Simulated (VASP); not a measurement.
# Li (R-3m) in VASP: a series of runs

The runs below take Li through electric field gradients, with LDA.

Everything below comes from runs of VASP 6.6.1. Logs are shortened: lines on timing, memory, paths and dates and some standing lists are left out, and cuts for length are marked.

### 1 The cell of the first run

It takes space group R-3m (No. 166, trigonal). The conventional cell has a = 3.101 Å, b = 3.101 Å, c = 22.765 Å, α = 90.00°, β = 90.00°, γ = 120.00°. Within 4.1 Å of Li (site symmetry -3m) lie 12 Li at 3.10 Å. Within 4.1 Å of Li (site symmetry 3m) lie 12 Li at 3.09 to 3.10 Å.

### 2 Electric field gradients, LDA

File INCAR:

```
PREC     = Accurate       # precision mode
ENCUT    = 520            # plane-wave cutoff, eV
EDIFF    = 1E-8           # SCF threshold, eV
ISMEAR   = -1             # smearing method
SIGMA    = 0.08           # smearing width, eV
LREAL    = F              # projectors in reciprocal space
LASPH    = T              # aspherical terms in the spheres
NELM     = 80             # most SCF steps
ALGO     = Normal         # electronic algorithm
ISIF     = 2              # what is computed and relaxed
LWAVE    = F              # write WAVECAR
LCHARG   = F              # write CHGCAR
GGA      = CA             # functional
LEFG     = T            
NBANDS   = 12             # bands
```

File KPOINTS:

```
Automatic mesh
0
Gamma
  12 12 12
```

File POSCAR:

```
Li
1.0
    1.5504989657      0.8951809952      7.5883000000
   -1.5504989657      0.8951809952      7.5883000000
    0.0000000000     -1.7903619905      7.5883000000
Li
3
Direct
    0.0000000000      0.0000000000      0.0000000000
    0.2220000000      0.2220000000      0.2220000000
    0.7780000000      0.7780000000      0.7780000000
```

Potentials or basis: VASP PAW LDA potentials, release 64 (Li_sv).

On the command line:

```sh
> cat potpaw_LDA.64/Li_sv/POTCAR > POTCAR
> mpirun -np 1 vasp_std > vasp.out
```

OUTCAR:

```text
PREC = Accurate
   ENCUT = 520
   EDIFF = 1E-8
   ISMEAR = -1
   LREAL = F
   LASPH = T
   NELM = 80
   ISIF = 2
   GGA = CA

 ion  position               nearest neighbor table
   1  0.000  0.000  0.000-
   2  0.222  0.222  0.222-
   3  0.778  0.778  0.778-

  LATTYP: Found a trigonal (rhomboedric) cell.
 ALAT       =     7.7966462628
 COS(alpha) =     0.9209034946

  Lattice vectors:

 A1 = (   1.5504989657,   0.8951809952,   7.5883000000)
 A2 = (  -1.5504989657,   0.8951809952,   7.5883000000)
 A3 = (   0.0000000000,  -1.7903619905,   7.5883000000)

Analysis of symmetry for initial positions (statically):
=====================================================================
 Subroutine PRICEL returns:
 Original cell was already a primitive cell.

 Routine SETGRP: Setting up the symmetry group for a
 trigonal (rhombohedral) supercell.

 Subroutine GETGRP returns: Found 12 space group operations
 (whereof 12 operations were pure point group operations)
 out of a pool of 12 trial point group operations.

The static configuration has the point symmetry D_3d.

Analysis of symmetry for dynamics (positions and initial velocities):
=====================================================================
 Subroutine PRICEL returns:
 Original cell was already a primitive cell.

 Routine SETGRP: Setting up the symmetry group for a
 trigonal (rhombohedral) supercell.

 Subroutine GETGRP returns: Found 12 space group operations
 (whereof 12 operations were pure point group operations)
 out of a pool of 12 trial point group operations.

The dynamic configuration has the point symmetry D_3d.

 Subroutine INISYM returns: Found 12 space group operations
 (whereof 12 operations are pure point group operations),
 and found     1 'primitive' translations

----------------------------------------------------------------------------------------

                                     Primitive cell

  volume of cell :      63.1943

  direct lattice vectors                    reciprocal lattice vectors
     1.550498966  0.895180995  7.588300000     0.322476836  0.186182088  0.043927274
    -1.550498966  0.895180995  7.588300000    -0.322476836  0.186182088  0.043927274
     0.000000000 -1.790361990  7.588300000     0.000000000 -0.372364176  0.043927274

  length of vectors
     7.796646263  7.796646263  7.796646263     0.374946242  0.374946242  0.374946242

  position of ions in fractional coordinates (direct lattice)
     0.000000000  0.000000000  0.000000000
     0.222000000  0.222000000  0.222000000
     0.778000000  0.778000000  0.778000000

  ion indices of the primitive-cell ions
   primitive index   ion index
                 1           1
                 2           2
                 3           3

----------------------------------------------------------------------------------------

 KPOINTS: Automatic mesh

Automatic generation of k-mesh.
 Grid dimensions read from file:
 generate k-points for:   12   12   12

 Generating k-lattice:

  Cartesian coordinates                     Fractional coordinates (reciprocal lattice)
     0.026873070  0.015515174  0.003660606     0.083333333  0.000000000  0.000000000
    -0.026873070  0.015515174  0.003660606     0.000000000  0.083333333  0.000000000
     0.000000000 -0.031030348  0.003660606    -0.000000000 -0.000000000  0.083333333

  Length of vectors
     0.031245520  0.031245520  0.031245520

  Shift w.r.t. Gamma in fractional coordinates (k-lattice)
     0.000000000  0.000000000  0.000000000

 Subroutine IBZKPT returns following result:
 ===========================================

 Found    189 irreducible k-points:

 Following reciprocal coordinates:
            Coordinates               Weight
  0.000000  0.000000  0.000000      1.000000
  0.083333  0.000000  0.000000      6.000000
  0.166667  0.000000  0.000000      6.000000
  0.250000 -0.000000  0.000000      6.000000
  0.333333  0.000000  0.000000      6.000000
  0.416667  0.000000  0.000000      6.000000
[... 16 lines left out ...]
  0.500000  0.166667  0.000000     12.000000
 -0.416667  0.166667  0.000000     12.000000
 [... further k-points ...]
   k-points           NKPTS =    189   k-points in BZ     NKDIM =    189   number of bands    NBANDS=     12
   number of dos      NEDOS =    301   number of ions     NIONS =      3
   total plane-waves  NPLWV = 216000
   dimension x,y,z NGX =    60 NGY =   60 NGZ =   60
   dimension x,y,z NGXF=   120 NGYF=  120 NGZF=  120
   ions per type =               3
   NGX,Y,Z   is equivalent  to a cutoff of  12.79, 12.79, 12.79 a.u.
   NGXF,Y,Z  is equivalent  to a cutoff of  25.59, 25.59, 25.59 a.u.
 SYSTEM =  unknown system
   PREC   = accura    normal or accurate (medium, high low for compatibility)
   ISTART =      0    job   : 0-new  1-cont  2-samecut
   ICHARG =      2    charge: 1-file 2-atom 10-const
   ISPIN  =      1    spin polarized calculation?
   LNONCOLLINEAR =      F non collinear calculations
   LSORBIT =      F    spin-orbit coupling
   LASPH  =      T    aspherical Exc in radial PAW
   ENCUT  =  520.0 eV  38.22 Ry    6.18 a.u.  14.50 14.50 14.50*2*pi/ulx,y,z
   NELM   =     80;   NELMIN=  2; NELMDL= -5     # of ELM steps
   EDIFF  = 0.1E-07   stopping-criterion for ELM
   LREAL  =      F    real-space projection
   EDIFFG = 0.1E-06   stopping-criterion for IOM
   NSW    =      0    number of steps for IOM
   IBRION =     -1    ionic relax: 0-MD 1-quasi-New 2-CG
   NFREE  =      0    steps in history (QN), initial steepest desc. (CG)
   ISIF   =      2    stress and relaxation
   ISYM   =      2    0-nonsym 1-usesym 2-fastsym
   POTIM  = 0.5000    time-step for ionic-motion
   TEBEG  =    0.0;   TEEND  =   0.0 temperature during run
   PSTRESS=    0.0 pullay stress
   NELECT =       9.0000    total number of electrons
   NUPDOWN=      -1.0000    fix difference up-down
   EMIN   =  10.00;   EMAX   =-10.00  energy-range for DOS
   EFERMI =   0.00;   METHOD = LEGACY
   ISMEAR =    -1;   SIGMA  =   0.08  broadening in eV -4-tet -1-fermi 0-gaus
   EFERMI_NEDOS =   21; number of points for ismear=-14 and -15
   IALGO  =     38    algorithm
   IMIX   =      4    mixing-type and parameters
     AMIX     =   0.40;   BMIX     =  1.00
     AMIX_MAG =   1.60;   BMIX_MAG =  1.00
  volume/ion in A,a.u.               =      21.06       142.15
  Fermi-wavevector in a.u.,A,eV,Ry     =   0.854928  1.615580  9.944528  0.730902
  Thomas-Fermi vector in A             =   1.971600
   LORBIT       =      0    0 simple, 1 ext, 2 COOP (PROOUT), +10 PAW based schemes
   GGA     = CA    functional components
   LHFCALC =     F    Hartree Fock is set to
   AEXX    =    0.0000 exact exchange contribution
   IVDW    =     0    specifies the selected vdW correction
   LEPSILON=     F    determine dielectric tensor
   LRPA    =     F    only Hartree local field effects (RPA)
 non-spin polarized calculation
  energy-cutoff  :      520.00
  volume of cell :       63.19
 maximum number of plane-waves:      1721
 NGX is ok and might be reduce to    60
   NGX = 29   NGY = 29   NGZ = 29

 number of electron       9.0000011 magnetization

 Free energy of the ion-electron system (eV)
  ---------------------------------------------------
  ext. energy  EPLUGINS =         0.00000000
  ---------------------------------------------------
  free energy    TOTEN  =        -6.13060845 eV

  energy without entropy =       -6.10043560  energy(sigma->0) =       -6.11552202

 E-fermi :   0.4794     XC(G=0):  -7.0476

 val. band max:        0.4784155256   @ k =  -0.3333   0.1667   0.1667
 cond. band min:       0.4851561214   @ k =   0.4167   0.4167   0.3333
 fundamental gap:      0.0067405957
 Fermi energy:         0.4794334722

 k-point     1 :       0.0000    0.0000    0.0000
  band No.  band energies     occupation
      1     -45.2055      2.00000
      2     -45.1927      2.00000
      3     -45.1877      2.00000
      4      -2.9530      2.00000
      5      -1.0503      2.00000
      6      -1.0497      2.00000
      7       6.0078      0.00000
      8       6.0348      0.00000
      9      12.7593      0.00000
     10      12.7593      0.00000
     11      12.8849      0.00000
     12      12.8849      0.00000
[... 331 lines left out ...]
 k-point    24 :      -0.4167    0.1667    0.0000
  band No.  band energies     occupation
      1     -45.1898      2.00000
      2     -45.1809      2.00000
      3     -45.1791      2.00000
      4       0.8591      0.01723
      5       1.6293      0.00000
      6       1.9075      0.00000
      7       4.0489      0.00000
      8       4.2878      0.00000
      9       4.8747      0.00000
     10       6.6932      0.00000
     11       7.2271      0.00000
     12       8.8337      0.00000

 [... further k-points ...]
[... 5 lines left out ...]
  --------------------------------------------------------------------------------------
  -------------------------------------------------------------------------------------
  Total       -0.5338025     -0.5338025     -0.6014986      0.0000000      0.0000000      0.0000000
  in kB      -13.5335929    -13.5335929    -15.2499042      0.0000000      0.0000000      0.0000000
  external PRESSURE =     -14.1056967 kB  Pullay stress =       0.0000000 kB

 VOLUME and BASIS-vectors are now :
 -----------------------------------------------------------------------------
  energy-cutoff  :      520.00
  volume of cell :       63.19
      direct lattice vectors                 reciprocal lattice vectors
     1.550498966  0.895180995  7.588300000     0.322476836  0.186182088  0.043927274
    -1.550498966  0.895180995  7.588300000    -0.322476836  0.186182088  0.043927274
     0.000000000 -1.790361990  7.588300000     0.000000000 -0.372364176  0.043927274

 POSITION                                       TOTAL-FORCE (eV/Angst)
 -----------------------------------------------------------------------------------
      0.00000      0.00000      0.00000         0.000000     -0.000000     -0.000000
      0.00000     -0.00000      5.05381         0.000000     -0.000000      0.008632
      0.00000     -0.00000     17.71109         0.000000      0.000000     -0.008632
 -----------------------------------------------------------------------------------
    total drift:                               -0.000000     -0.000000      0.000000

  FREE ENERGIE OF THE ION-ELECTRON SYSTEM (eV)
  ---------------------------------------------------
  free  energy   TOTEN  =        -6.1306084513 eV

  energy  without entropy=       -6.1004355978  energy(sigma->0) =       -6.11552202

 Electric field gradients (V/A^2)
---------------------------------------------------------------------
 ion       V_xx      V_yy      V_zz      V_xy      V_xz      V_yz
---------------------------------------------------------------------
   1      -0.025    -0.025     0.051    -0.000    -0.000     0.000
   2      -0.032    -0.032     0.064     0.000     0.000     0.000
   3      -0.032    -0.032     0.064    -0.000     0.000     0.000
---------------------------------------------------------------------

 Electric field gradients after diagonalization (V/A^2)
 (convention: |V_zz| > |V_xx| > |V_yy|)
----------------------------------------------------------------------
 ion       V_xx      V_yy      V_zz     asymmetry (V_yy - V_xx)/ V_zz
----------------------------------------------------------------------
   1      -0.025    -0.025     0.051       0.000
   2      -0.032    -0.032     0.064       0.000
   3      -0.032    -0.032     0.064       0.000
----------------------------------------------------------------------

           NMR quadrupolar parameters

 Cq : quadrupolar parameter    Cq=e*Q*V_zz/h
 eta: asymmetry parameters     (V_yy - V_xx)/ V_zz
 Q  : nuclear electric quadrupole moment in mb (millibarn)
----------------------------------------------------------------------
 ion       Cq(MHz)       eta       Q (mb)
----------------------------------------------------------------------
   1       0.000       0.000       1.000
   2       0.000       0.000       1.000
   3       0.000       0.000       1.000
----------------------------------------------------------------------
```

Run time: 20 min. Hardware: 1 thread of Intel Xeon 8259CL, shared host; peak memory 0.39 GiB.

What came out:

```yaml
Free_energy: -6.1306 eV
Largest_force: 0.009 eV/Å
Band_gap_on_the_k_mesh: zero (an odd number of electrons rules out a gap without spin polarisation)
Largest_electric_field_gradient_by_atom: Li +0.05, +0.06 (each value once) V/Å²
```

Forces on the atoms (eV/Å):
```
Li   0.000  0.000  0.000
Li   0.000  0.000  0.009
Li   0.000  0.000 -0.009
```

Caveat: the cutoff is under 1.25 times the usual one of these potentials, so pressure, stress and relaxed cells hold a basis-set (Pulay) error; without QUAD_EFG the Cq values of the log hold for a quadrupole moment of 1 mb, not for the nuclei.

### 3 Electric field gradients, LDA (21.28 Å³/atom)

This run uses another cell than the first one, of 21.28 Å³/atom.

File INCAR:

```
SYSTEM = Li
PREC     = Accurate       ! precision mode
ENCUT    = 520            ! plane-wave cutoff, eV
EDIFF    = 1E-8           ! SCF threshold, eV
ISMEAR   = -1             ! smearing method
SIGMA    = 0.08           ! smearing width, eV
LREAL    = .FALSE.        ! projectors in reciprocal space
LASPH    = .TRUE.         ! aspherical terms in the spheres
NELM     = 80             ! most SCF steps
ALGO     = Normal         ! electronic algorithm
ISIF     = 2              ! what is computed and relaxed
LWAVE    = .FALSE.        ! write WAVECAR
LCHARG   = .FALSE.        ! write CHGCAR
GGA      = CA             ! functional
LEFG     = .TRUE.       
NBANDS   = 12             ! bands
```

File KPOINTS:

```
Automatic mesh
0
G
  12 12 12
  0 0 0
```

File POSCAR:

```
Li
1.0
    1.5556501629      0.8981550403      7.6135104842
   -1.5556501629      0.8981550403      7.6135104842
    0.0000000000     -1.7963100807      7.6135104842
Li
3
Direct
    0.0000000000      0.0000000000      0.0000000000
    0.2220000000      0.2220000000      0.2220000000
    0.7780000000      0.7780000000      0.7780000000
```

Potentials or basis: VASP PAW LDA potentials, release 64 (Li_sv).

On the command line:

```sh
> cat potpaw_LDA.64/Li_sv/POTCAR > POTCAR
> mpirun -np 1 vasp_std > vasp.out
```

OUTCAR:

```text
SYSTEM = Li
   PREC = Accurate
   ENCUT = 520
   EDIFF = 1E-8
   ISMEAR = -1
   LREAL = .FALSE.
   LASPH = .TRUE.
   NELM = 80
   ISIF = 2
   GGA = CA

 ion  position               nearest neighbor table
   1  0.000  0.000  0.000-
   2  0.222  0.222  0.222-
   3  0.778  0.778  0.778-

  LATTYP: Found a trigonal (rhomboedric) cell.
 ALAT       =     7.8225489323
 COS(alpha) =     0.9209034946

  Lattice vectors:

 A1 = (   1.5556501629,   0.8981550403,   7.6135104842)
 A2 = (  -1.5556501629,   0.8981550403,   7.6135104842)
 A3 = (   0.0000000000,  -1.7963100807,   7.6135104842)

Analysis of symmetry for initial positions (statically):
=====================================================================
 Subroutine PRICEL returns:
 Original cell was already a primitive cell.

 Routine SETGRP: Setting up the symmetry group for a
 trigonal (rhombohedral) supercell.

 Subroutine GETGRP returns: Found 12 space group operations
[... 554 lines left out ...]

 POSITION                                       TOTAL-FORCE (eV/Angst)
 -----------------------------------------------------------------------------------
      0.00000      0.00000      0.00000         0.000000     -0.000000      0.000000
      0.00000     -0.00000      5.07060         0.000000     -0.000000      0.008400
      0.00000     -0.00000     17.76993         0.000000      0.000000     -0.008400
 -----------------------------------------------------------------------------------
    total drift:                               -0.000000     -0.000000      0.000000

  FREE ENERGIE OF THE ION-ELECTRON SYSTEM (eV)
  ---------------------------------------------------
  free  energy   TOTEN  =        -6.1252862691 eV

  energy  without entropy=       -6.0950066818  energy(sigma->0) =       -6.11014648

 Electric field gradients (V/A^2)
---------------------------------------------------------------------
 ion       V_xx      V_yy      V_zz      V_xy      V_xz      V_yz
---------------------------------------------------------------------
   1      -0.025    -0.025     0.051    -0.000    -0.000     0.000
   2      -0.031    -0.031     0.063     0.000    -0.000     0.000
   3      -0.031    -0.031     0.063     0.000    -0.000     0.000
---------------------------------------------------------------------

 Electric field gradients after diagonalization (V/A^2)
 (convention: |V_zz| > |V_xx| > |V_yy|)
----------------------------------------------------------------------
 ion       V_xx      V_yy      V_zz     asymmetry (V_yy - V_xx)/ V_zz
----------------------------------------------------------------------
   1      -0.025    -0.025     0.051       0.000
   2      -0.031    -0.031     0.063       0.000
   3      -0.031    -0.031     0.063       0.000
----------------------------------------------------------------------

           NMR quadrupolar parameters

 Cq : quadrupolar parameter    Cq=e*Q*V_zz/h
 eta: asymmetry parameters     (V_yy - V_xx)/ V_zz
 Q  : nuclear electric quadrupole moment in mb (millibarn)
----------------------------------------------------------------------
 ion       Cq(MHz)       eta       Q (mb)
----------------------------------------------------------------------
   1       0.000       0.000       1.000
   2       0.000       0.000       1.000
   3       0.000       0.000       1.000
----------------------------------------------------------------------
```

OSZICAR:

```text
N       E                     dE             d eps       ncg     rms          rms(c)
DAV:   1     0.261581650886E+02    0.26158E+02   -0.34649E+03  4536   0.643E+02
DAV:   2     0.298963772618E+00   -0.25859E+02   -0.25047E+02  5328   0.150E+02
DAV:   3    -0.601783169883E+01   -0.63168E+01   -0.62659E+01  8676   0.388E+01
DAV:   4    -0.612763470133E+01   -0.10980E+00   -0.10973E+00  6088   0.902E+00
DAV:   5    -0.613035322774E+01   -0.27185E-02   -0.27184E-02  7148   0.110E+00    0.436E-01
DAV:   6    -0.612696703555E+01    0.33862E-02   -0.16821E-03  8076   0.195E-01    0.245E-01
DAV:   7    -0.612527251171E+01    0.16945E-02   -0.19804E-03  8788   0.226E-01    0.385E-02
DAV:   8    -0.612528246284E+01   -0.99511E-05   -0.20638E-04  5988   0.113E-01    0.235E-02
DAV:   9    -0.612528631781E+01   -0.38550E-05   -0.22602E-05  7404   0.222E-02    0.249E-03
DAV:  10    -0.612528629124E+01    0.26570E-07   -0.83953E-08  6128   0.203E-03    0.389E-04
DAV:  11    -0.612528626881E+01    0.22431E-07   -0.28776E-08  6068   0.135E-03    0.122E-04
DAV:  12    -0.612528626914E+01   -0.32253E-09   -0.13734E-09  4208   0.344E-04
   1 F= -.61252863E+01 E0= -.61101465E+01  d E =-.302796E-01
```

stdout:

```text
POSCAR found type information on POSCAR Li
 POSCAR found :  1 types and       3 ions
 scaLAPACK will be used
 LDA part: xc-table for (Slater(with rela. corr.)+CA(PZ))
 , standard interpolation
 POSCAR, INCAR and KPOINTS ok, starting setup
 FFT: planning ... GRIDC
 FFT: planning ... GRID_SOFT
 FFT: planning ... GRID
 WAVECAR not read
 entering main loop
ion   1

ion   2

ion   3
```

Wall time 20 min (1 thread of Intel Xeon 8259CL, shared host); peak memory 0.39 GiB.

Results:

- Free energy: -6.1253 eV
- Largest force: 0.008 eV/Å
- Band gap on the k mesh: zero (an odd number of electrons rules out a gap without spin polarisation)
- Largest electric field gradient by atom: Li +0.05, +0.06 (each value once) V/Å²

Forces on the atoms (eV/Å):
```
Li   0.000  0.000  0.000
Li   0.000  0.000  0.008
Li   0.000  0.000 -0.008
```

Caveat: the cutoff is under 1.25 times the usual one of these potentials, so pressure, stress and relaxed cells hold a basis-set (Pulay) error; without QUAD_EFG the Cq values of the log hold for a quadrupole moment of 1 mb, not for the nuclei.

[end of part 1 of 3]
